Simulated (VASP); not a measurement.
## Si63N (a cell with a defect): single point with PBE

The system is Si63N (a cell with a defect).

```
N Si
1.0
     6.65089    6.65089    3.84477
    -9.97633    3.32544    1.92239
     3.32544   -9.97633    9.61193
N Si
1 63
Direct
  0.12733 0.95407 0.95427
  0.37333 0.70730 0.70865
  0.13478 0.69686 0.20322
  0.63357 0.45457 0.45430
  0.88633 0.20322 0.20308
  0.39188 0.45727 0.95408
  0.63752 0.20074 0.70592
  0.13202 0.45497 0.45492
  0.37966 0.19722 0.19760
  0.13592 0.20980 0.70433
  0.88589 0.95662 0.44955
  0.62759 0.95644 0.95789
  0.88868 0.71099 0.71105
  0.38134 0.95287 0.45940
  0.63278 0.71158 0.20243
  0.88048 0.44693 0.95516
  0.11433 0.52838 0.04432
  0.37023 0.29803 0.79351
  0.61781 0.04338 0.54488
  0.11874 0.29424 0.29547
  0.32762 0.03263 0.03226
  0.11647 0.04905 0.54416
  0.87048 0.80004 0.28682
  0.61147 0.79772 0.79635
  0.86740 0.54860 0.54830
  0.36567 0.79431 0.29856
  0.62703 0.55567 0.04469
  0.11399 0.81919 0.82099
  0.36459 0.54848 0.54811
  0.87009 0.28701 0.79853
  0.61537 0.29451 0.29262
  0.86934 0.04257 0.04229
  0.05711 0.11062 0.95328
  0.28345 0.88875 0.71474
  0.54465 0.63419 0.45597
  0.05612 0.88172 0.19449
  0.29217 0.62926 0.95736
  0.04268 0.63579 0.45557
  0.79484 0.38365 0.20402
  0.55053 0.38359 0.70459
  0.79415 0.13538 0.45422
  0.29838 0.38301 0.20513
  0.52921 0.13260 0.95745
  0.04168 0.38862 0.70884
  0.29700 0.13438 0.45527
  0.79440 0.88297 0.70429
  0.53672 0.88856 0.20530
  0.80990 0.63845 0.95200
  0.19648 0.62457 0.80330
  0.45633 0.36741 0.54547
  0.70511 0.11732 0.29353
  0.21340 0.35134 0.04066
  0.45562 0.11667 0.79464
  0.20883 0.11401 0.29375
  0.97876 0.87458 0.03180
  0.70952 0.86517 0.54212
  0.95372 0.61773 0.29393
  0.43923 0.86795 0.04446
  0.70546 0.61760 0.79476
  0.19965 0.86820 0.55058
  0.45850 0.61646 0.29462
  0.95408 0.36746 0.54655
  0.69790 0.36502 0.04551
  0.96600 0.10836 0.79595
```

| Property | Result |
| --- | --- |
| Program | VASP 6.6.1 |
| Task | single point |
| Functional | PBE |
| Potentials or basis | VASP PAW PBE potentials, release 64 (N, Si) |
| Cutoff | 520 eV |
| k mesh | 1 × 1 × 1 |
| Occupations | gaussian, width 0.05 eV |
| Spin | collinear spin |

```yaml
Pressure: -0.5 GPa
Largest_force: 0.032 eV/Å
Band_gap_on_the_k_mesh: 0.17 eV
Net_moment: 0.98 μB per cell
Site_moments: N +0.05; Si +0.00, +0.01, -0.00, +0.05, +0.02, +0.04 μB
Valence_electrons_inside_the_program's_atomic_spheres: N 3.66; Si 1.67, 1.68, 1.66, 1.58, 1.60, 1.69
```

Forces in eV/Å, atoms in the order of the input:
```
N   -0.017 -0.003  0.002
Si   0.006  0.008  0.014
Si   0.000 -0.005 -0.002
Si   0.001  0.004 -0.003
Si   0.006  0.006 -0.001
Si  -0.013 -0.005  0.001
Si   0.004 -0.012  0.000
Si   0.003  0.009 -0.003
Si  -0.013 -0.003  0.012
Si  -0.003  0.005 -0.001
Si  -0.008  0.004 -0.002
Si   0.004  0.004  0.000
Si  -0.001 -0.004 -0.011
Si   0.013 -0.002 -0.009
Si  -0.008  0.000  0.006
Si  -0.002 -0.006  0.014
Si   0.004  0.001 -0.003
Si  -0.009  0.006  0.002
Si   0.003 -0.008  0.006
Si  -0.007 -0.003  0.014
Si   0.024  0.010  0.017
Si  -0.001 -0.003  0.000
Si   0.003 -0.005 -0.001
Si   0.008 -0.003 -0.009
Si   0.002 -0.001  0.001
Si   0.007 -0.002 -0.002
Si  -0.008  0.003 -0.004
Si   0.016  0.008 -0.026
Si   0.000 -0.005  0.009
Si   0.000 -0.005 -0.004
Si  -0.005 -0.008  0.007
Si  -0.011 -0.015 -0.025
Si   0.010  0.004  0.016
Si  -0.006  0.007 -0.001
Si   0.013  0.011 -0.009
Si   0.012 -0.006  0.023
Si   0.007 -0.002 -0.001
Si  -0.011 -0.005  0.001
Si  -0.014 -0.003  0.004
Si  -0.005 -0.002  0.005
Si  -0.003 -0.001  0.003
Si   0.006  0.010  0.000
Si   0.001  0.003 -0.002
Si   0.006  0.002  0.011
Si  -0.003  0.000 -0.003
Si   0.009  0.003 -0.004
Si   0.002 -0.002 -0.018
Si  -0.002 -0.012 -0.019
Si  -0.003 -0.003  0.004
Si   0.009  0.008 -0.005
Si   0.002 -0.011 -0.002
Si  -0.004  0.009  0.013
Si  -0.009 -0.005  0.005
Si   0.001  0.009 -0.002
Si   0.004  0.014  0.001
Si  -0.003 -0.014  0.007
Si   0.010  0.006  0.003
Si  -0.007  0.007 -0.004
Si   0.003  0.009  0.002
Si   0.001  0.002  0.006
Si  -0.004  0.000 -0.003
Si  -0.006 -0.012  0.003
Si  -0.005  0.002 -0.016
Si  -0.008  0.000 -0.017
```

Stress tensor (GPa, compression positive):
```
-1.30 -0.75 -0.52
-0.75 -0.71 -0.54
-0.52 -0.54  0.54
```

Levels at points of the mesh, in eV from the valence-band top:
Spin up:
```
           k point  band 126  band 127  band 128  band 129  band 130  band 131  band 132  band 133
(0.00, 0.00, 0.00)     -0.71     -0.63     -0.55      0.00      0.70      0.73      0.74      0.81
```
Spin down:
```
           k point  band 125  band 126  band 127  band 128  band 129  band 130  band 131  band 132
(0.00, 0.00, 0.00)     -0.76     -0.70     -0.62     -0.54      0.17      0.73      0.75      0.77
```

It took 15 min on 1 thread of AMD EPYC 7R43 64-Core Processor (Zen 3) (shared host), peak memory 1.6 GiB.

Caveat: the k points lie up to 0.67 Å⁻¹ apart.
